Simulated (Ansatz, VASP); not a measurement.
TlPS4: VASP beside Ansatz

```
Tl P S
1.0
     4.31006    0.00000    0.00000
    -2.15503    3.73262    0.00000
     0.00000    0.00000    7.81226
Tl P S
1 1 4
Direct
  0.00000 0.00000 0.50000
  0.00000 0.00000 0.00000
  0.66667 0.33333 0.19495
  0.33333 0.66667 0.80505
  0.33333 0.66667 0.19495
  0.66667 0.33333 0.80505
```

Change from the starting cell: species swapped into the MgAlB4 type (P6/mmm, No. 191).

Alike in both runs: functional PBE; k mesh 6 × 6 × 2; occupations gaussian, width 0.1 eV; no spin polarisation.

Ansatz relaxed the structure, and its values are those at the end. VASP's run is a single point on that final structure, the one shown.

|  | VASP | Ansatz |
| --- | --- | --- |
| version | VASP 6.6.1 | Ansatz 0.2.0 |
| potentials or method | VASP PAW PBE potentials, release 64 (Tl_d, P, S), cutoff 520 eV | scalar-relativistic, plane waves, PAW |
| valence electrons in the cell | 42 | 42 |

|  | VASP | Ansatz | Ansatz less VASP |
| --- | --- | --- | --- |
| gap on the k mesh at the Fermi level (eV) | none | none | - |
| pressure (GPa) | -0.2 | -0.1 | +0.09 |

A gap of «none» marks a metal or a gap that the smearing closes.

The k mesh is coarse, so the values compare programs but aren't converged. Neither program's run includes spin-orbit coupling.
